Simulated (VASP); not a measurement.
# SiC (I-4m2) in VASP: relaxation of the atoms with PBE

Aim: the relaxation of the atoms of SiC with PBE.

Program: VASP 6.6.1. These are calculated values, not measurements. Logs are shortened: lines on timing, memory, paths and dates and some standing lists are left out, and cuts for length are marked.

### 1 The cell of the first run

The structure is tetragonal, space group I-4m2 (No. 119). The conventional cell has a = 3.082 Å, b = 3.082 Å, c = 4.489 Å, α = 90.00°, β = 90.00°, γ = 90.00°. Si (site symmetry -4m2) has 4 C at 1.91 Å within 2.5 Å. Within 2.5 Å of C (site symmetry -4m2) lie 4 Si at 1.91 Å.

### 2 Relaxation of the atoms, PBE (z stretched by +3 %)

Input file INCAR:

```
PREC = Accurate ; ENCUT = 520
EDIFF = 1E-7 ; ISMEAR = -1
SIGMA = 0.02 ; LREAL = False
LASPH = True ; NELM = 120
ALGO = Normal ; ISIF = 2
LWAVE = False ; LCHARG = False
GGA = PE ; IBRION = 2
NSW = 80 ; EDIFFG = -0.02
GGA_COMPAT = False ; NELMIN = 4
```

Input file KPOINTS:

```
regular mesh
0
Gamma
  17 17 17
```

Input file POSCAR:

```
SiC
1.0
    0.0000000000      2.1790000000      2.2443700000
    2.1790000000      0.0000000000      2.2443700000
    2.1790000000      2.1790000000      0.0000000000
Si C
1 1
Direct
    0.0000000000      0.0000000000      0.0000000000
    0.2500000000      0.2500000000      0.2500000000
```

Potentials or basis: VASP PAW PBE potentials, release 64 (Si, C).

Started as:

```bash
$ cat potpaw_PBE.64/Si/POTCAR potpaw_PBE.64/C/POTCAR > POTCAR
$ mpirun -np 1 vasp_std > vasp.out
```

OUTCAR:

```text
PREC = Accurate
   ENCUT = 520
   EDIFF = 1E-7
   ISMEAR = -1
   LREAL = False
   LASPH = True
   NELM = 120
   ISIF = 2
   GGA = PE
   IBRION = 2
   NSW = 80
   EDIFFG = -0.02
   NELMIN = 4

 ion  position               nearest neighbor table
   1  0.000  0.000  0.000-   2 1.91   2 1.91   2 1.91   2 1.91
   2  0.250  0.250  0.250-   1 1.91   1 1.91   1 1.91   1 1.91

  LATTYP: Found a body centered tetragonal cell.
 ALAT       =     3.0815713524
 C/A-ratio  =     1.4566399692

  Lattice vectors:

 A1 = (  -2.1790000000,   0.0000000000,   2.2443700000)
 A2 = (   2.1790000000,   0.0000000000,   2.2443700000)
 A3 = (   0.0000000000,   2.1790000000,  -2.2443700000)

Analysis of symmetry for initial positions (statically):
=====================================================================
 Subroutine PRICEL returns:
 Original cell was already a primitive cell.

 Routine SETGRP: Setting up the symmetry group for a
 body centered tetragonal supercell.

 Subroutine GETGRP returns: Found  8 space group operations
 (whereof  8 operations were pure point group operations)
 out of a pool of 16 trial point group operations.

The static configuration has the point symmetry D_2d.

Analysis of symmetry for dynamics (positions and initial velocities):
=====================================================================
 Subroutine PRICEL returns:
 Original cell was already a primitive cell.

 Routine SETGRP: Setting up the symmetry group for a
 body centered tetragonal supercell.

 Subroutine GETGRP returns: Found  8 space group operations
 (whereof  8 operations were pure point group operations)
 out of a pool of 16 trial point group operations.

The dynamic configuration has the point symmetry D_2d.

 Subroutine INISYM returns: Found  8 space group operations
 (whereof  8 operations are pure point group operations),
 and found     1 'primitive' translations

----------------------------------------------------------------------------------------

                                     Primitive cell

  volume of cell :      21.3127

  direct lattice vectors                    reciprocal lattice vectors
     0.000000000  2.179000000  2.244370000    -0.229463056  0.229463056  0.222779666
     2.179000000  0.000000000  2.244370000     0.229463056 -0.229463056  0.222779666
     2.179000000  2.179000000  0.000000000     0.229463056  0.229463056 -0.222779666

  length of vectors
     3.128136458  3.128136458  3.081571352     0.393620843  0.393620843  0.393620843

  position of ions in fractional coordinates (direct lattice)
     0.000000000  0.000000000  0.000000000
     0.250000000  0.250000000  0.250000000

  ion indices of the primitive-cell ions
   primitive index   ion index
                 1           1
                 2           2

----------------------------------------------------------------------------------------

 KPOINTS: regular mesh

Automatic generation of k-mesh.
 Grid dimensions read from file:
 generate k-points for:   17   17   17

 Generating k-lattice:

  Cartesian coordinates                     Fractional coordinates (reciprocal lattice)
    -0.013497827  0.013497827  0.013104686     0.058823529 -0.000000000  0.000000000
     0.013497827 -0.013497827  0.013104686    -0.000000000  0.058823529  0.000000000
     0.013497827  0.013497827 -0.013104686     0.000000000  0.000000000  0.058823529

  Length of vectors
     0.023154167  0.023154167  0.023154167

  Shift w.r.t. Gamma in fractional coordinates (k-lattice)
     0.000000000  0.000000000  0.000000000

 Subroutine IBZKPT returns following result:
 ===========================================

 Found    405 irreducible k-points:

 Following reciprocal coordinates:
            Coordinates               Weight
  0.000000  0.000000  0.000000      1.000000
  0.058824 -0.000000  0.000000      8.000000
  0.117647 -0.000000  0.000000      8.000000
  0.176471  0.000000  0.000000      8.000000
  0.235294 -0.000000  0.000000      8.000000
  0.294118  0.000000  0.000000      8.000000
[... 16 lines left out ...]
 -0.176471  0.058824  0.000000      8.000000
 -0.117647  0.058824  0.000000      8.000000
 [... further k-points ...]
   k-points           NKPTS =    405   k-points in BZ     NKDIM =    405   number of bands    NBANDS=      8
   number of dos      NEDOS =    301   number of ions     NIONS =      2
   total plane-waves  NPLWV =  13824
   dimension x,y,z NGX =    24 NGY =   24 NGZ =   24
   dimension x,y,z NGXF=    48 NGYF=   48 NGZF=   48
   ions per type =               1   1
   NGX,Y,Z   is equivalent  to a cutoff of  12.75, 12.75, 12.95 a.u.
   NGXF,Y,Z  is equivalent  to a cutoff of  25.51, 25.51, 25.90 a.u.
 SYSTEM =  unknown system
   PREC   = accura    normal or accurate (medium, high low for compatibility)
   ISTART =      0    job   : 0-new  1-cont  2-samecut
   ICHARG =      2    charge: 1-file 2-atom 10-const
   ISPIN  =      1    spin polarized calculation?
   LNONCOLLINEAR =      F non collinear calculations
   LSORBIT =      F    spin-orbit coupling
   LASPH  =      T    aspherical Exc in radial PAW
   ENCUT  =  520.0 eV  38.22 Ry    6.18 a.u.   5.82  5.82  5.73*2*pi/ulx,y,z
   NELM   =    120;   NELMIN=  4; NELMDL= -5     # of ELM steps
   EDIFF  = 0.1E-06   stopping-criterion for ELM
   LREAL  =      F    real-space projection
   EDIFFG = -.2E-01   stopping-criterion for IOM
   NSW    =     80    number of steps for IOM
   IBRION =      2    ionic relax: 0-MD 1-quasi-New 2-CG
   NFREE  =      1    steps in history (QN), initial steepest desc. (CG)
   ISIF   =      2    stress and relaxation
   ISYM   =      2    0-nonsym 1-usesym 2-fastsym
   POTIM  = 0.5000    time-step for ionic-motion
   TEBEG  =    0.0;   TEEND  =   0.0 temperature during run
   PSTRESS=    0.0 pullay stress
   NELECT =       8.0000    total number of electrons
   NUPDOWN=      -1.0000    fix difference up-down
   EMIN   =  10.00;   EMAX   =-10.00  energy-range for DOS
   EFERMI =   0.00;   METHOD = LEGACY
   ISMEAR =    -1;   SIGMA  =   0.02  broadening in eV -4-tet -1-fermi 0-gaus
   EFERMI_NEDOS =   21; number of points for ismear=-14 and -15
   IALGO  =     38    algorithm
   IMIX   =      4    mixing-type and parameters
     AMIX     =   0.40;   BMIX     =  1.00
     AMIX_MAG =   1.60;   BMIX_MAG =  1.00
  volume/ion in A,a.u.               =      10.66        71.91
  Fermi-wavevector in a.u.,A,eV,Ry     =   1.180933  2.231639 18.974716  1.394602
  Thomas-Fermi vector in A             =   2.317216
   LORBIT       =      0    0 simple, 1 ext, 2 COOP (PROOUT), +10 PAW based schemes
   GGA     = PE    functional components
   LHFCALC =     F    Hartree Fock is set to
   AEXX    =    0.0000 exact exchange contribution
   IVDW    =     0    specifies the selected vdW correction
   LEPSILON=     F    determine dielectric tensor
   LRPA    =     F    only Hartree local field effects (RPA)
 conjugate gradient relaxation of ions
 non-spin polarized calculation
  energy-cutoff  :      520.00
  volume of cell :       21.31
 maximum number of plane-waves:       596
   NGX = 11   NGY = 11   NGZ = 11

 number of electron       8.0000001 magnetization

 Free energy of the ion-electron system (eV)
  ---------------------------------------------------
  ext. energy  EPLUGINS =         0.00000000
  ---------------------------------------------------
  free energy    TOTEN  =       -15.04770903 eV

  energy without entropy =      -15.04770903  energy(sigma->0) =      -15.04770903

 E-fermi :   8.2730     XC(G=0): -11.2286

 val. band max:        7.8515184853   @ k =   0.0000   0.0000   0.0000
 cond. band min:       9.1229073385   @ k =   0.4706   0.0000   0.4706
 fundamental gap:      1.2713888531
 Fermi energy:         8.2729776218

 k-point     1 :       0.0000    0.0000    0.0000
  band No.  band energies     occupation
      1      -7.3932      2.00000
      2       7.6426      2.00000
      3       7.8515      2.00000
      4       7.8515      2.00000
      5      13.6611      0.00000
      6      14.8622      0.00000
      7      14.8622      0.00000
      8      14.9395      0.00000

 k-point     2 :       0.0588   -0.0000    0.0000
  band No.  band energies     occupation
      1      -7.3271      2.00000
      2       7.3725      2.00000
      3       7.6890      2.00000
      4       7.8080      2.00000
      5      13.8332      0.00000
      6      14.8825      0.00000
      7      14.9548      0.00000
      8      15.0437      0.00000

 k-point     3 :       0.1176   -0.0000    0.0000
  band No.  band energies     occupation
      1      -7.1294      2.00000
      2       6.4443      2.00000
      3       7.5209      2.00000
      4       7.6899      2.00000
      5      13.9642      0.00000
      6      15.1284      0.00000
      7      15.1935      0.00000
      8      15.3590      0.00000

 k-point     4 :       0.1765    0.0000    0.0000
  band No.  band energies     occupation
      1      -6.8035      2.00000
      2       5.2128      2.00000
      3       7.3180      2.00000
      4       7.5271      2.00000
      5      13.7964      0.00000
      6      15.3792      0.00000
      7      15.4639      0.00000
      8      16.0114      0.00000

 k-point     5 :       0.2353   -0.0000    0.0000
  band No.  band energies     occupation
      1      -6.3557      2.00000
      2       3.8781      2.00000
      3       7.1019      2.00000
      4       7.3518      2.00000
      5      13.5365      0.00000
      6      15.4223      0.00000
      7      15.6126      0.00000
      8      16.7264      0.00000

 k-point     6 :       0.2941    0.0000    0.0000
  band No.  band energies     occupation
      1      -5.7988      2.00000
      2       2.5465      2.00000
      3       6.9017      2.00000
      4       7.1900      2.00000
      5      13.2875      0.00000
      6      15.2803      0.00000
      7      15.5654      0.00000
      8      17.2705      0.00000

 k-point     7 :       0.3529   -0.0000    0.0000
  band No.  band energies     occupation
      1      -5.1593      2.00000
      2       1.2950      2.00000
      3       6.7378      2.00000
      4       7.0584      2.00000
      5      13.0858      0.00000
      6      15.0658      0.00000
      7      15.3958      0.00000
      8      17.5654      0.00000
[... 133 lines left out ...]
 k-point    20 :      -0.3529    0.0588    0.0000
  band No.  band energies     occupation
      1      -4.8685      2.00000
      2       0.9292      2.00000
      3       6.2338      2.00000
      4       7.1097      2.00000
      5      13.2675      0.00000
      6      15.0161      0.00000
      7      15.3335      0.00000
      8      17.6623      0.00000

 k-point    21 :      -0.2941    0.0588    0.0000
  band No.  band energies     occupation
      1      -5.5231      2.00000
      2       2.1251      2.00000
      3       6.3433      2.00000
      4       7.2864      2.00000
      5      13.4330      0.00000
      6      15.3374      0.00000
      7      15.4476      0.00000
      8      17.2962      0.00000

 k-point    22 :      -0.2353    0.0588    0.0000
  band No.  band energies     occupation
      1      -6.1125      2.00000
      2       3.4258      2.00000
      3       6.5178      2.00000
      4       7.4737      2.00000
      5      13.6526      0.00000
      6      15.4970      0.00000
      7      15.5593      0.00000
      8      16.7912      0.00000

 k-point    23 :      -0.1765    0.0588    0.0000
  band No.  band energies     occupation
      1      -6.6003      2.00000
      2       4.7510      2.00000
      3       6.7455      2.00000
      4       7.6485      2.00000
      5      13.9046      0.00000
      6      15.3885      0.00000
      7      15.4249      0.00000
      8      16.3450      0.00000

 k-point    24 :      -0.1176    0.0588    0.0000
  band No.  band energies     occupation
      1      -6.9701      2.00000
      2       6.0029      2.00000
      3       7.0063      2.00000
      4       7.7814      2.00000
      5      14.1193      0.00000
      6      14.9684      0.00000
      7      15.1666      0.00000
      8      15.9618      0.00000

 [... further k-points ...]

------------------------ aborting loop because EDIFF is reached ----------------------------------------

  FORCE on cell =-STRESS in cart. coord.  units (eV):
  Direction    XX          YY          ZZ          XY          YZ          ZX
  --------------------------------------------------------------------------------------
  -------------------------------------------------------------------------------------
  Total       -0.0596835     -0.0596835     -1.1267278      0.0000000      0.0000000      0.0000000
  in kB       -4.4866898     -4.4866898    -84.7014194      0.0000000      0.0000000      0.0000000
  external PRESSURE =     -31.2249330 kB  Pullay stress =       0.0000000 kB

 VOLUME and BASIS-vectors are now :
 -----------------------------------------------------------------------------
  energy-cutoff  :      520.00
  volume of cell :       21.31
      direct lattice vectors                 reciprocal lattice vectors
     0.000000000  2.179000000  2.244370000    -0.229463056  0.229463056  0.222779666
     2.179000000  0.000000000  2.244370000     0.229463056 -0.229463056  0.222779666
     2.179000000  2.179000000  0.000000000     0.229463056  0.229463056 -0.222779666

 POSITION                                       TOTAL-FORCE (eV/Angst)
 -----------------------------------------------------------------------------------
      0.00000      0.00000      0.00000         0.000000      0.000000     -0.000000
      1.08950      1.08950      1.12218        -0.000000     -0.000000      0.000000
 -----------------------------------------------------------------------------------
    total drift:                                0.000000      0.000000      0.000000

  FREE ENERGIE OF THE ION-ELECTRON SYSTEM (eV)
  ---------------------------------------------------
  free  energy   TOTEN  =       -15.0477090330 eV

  energy  without entropy=      -15.0477090330  energy(sigma->0) =      -15.04770903

 reached required accuracy - stopping structural energy minimisation
```

It took 88 s on 1 thread of Oxide Virtual Turin-like, shared host; peak memory 0.16 GiB.

Results:

```
Free energy             : -15.0477 eV
Pressure after relaxing : -3.1 GPa
Band gap on the k mesh  : 1.27 eV (least direct gap 4.50 eV)
```

Final structure:
```xyz
2
Lattice="0.0000 2.1790 2.2444 2.1790 0.0000 2.2444 2.1790 2.1790 0.0000" Properties=species:S:1:pos:R:3 pbc="T T T"
Si    0.0000    0.0000    0.0000
C     1.0895    1.0895    1.1222
```

Levels at points of the mesh, in eV from the valence-band top:
| k point | band 1 | band 2 | band 3 | band 4 | band 5 | band 6 | band 7 | band 8 |
| --- | --- | --- | --- | --- | --- | --- | --- | --- |
| (0.00, 0.00, 0.00) | -15.24 | -0.21 | 0.00 | 0.00 | 5.81 | 7.01 | 7.01 | 7.09 |

Caveat: the cell differs from its parent crystal (z stretched by +3 %). A k mesh can miss the band edges.
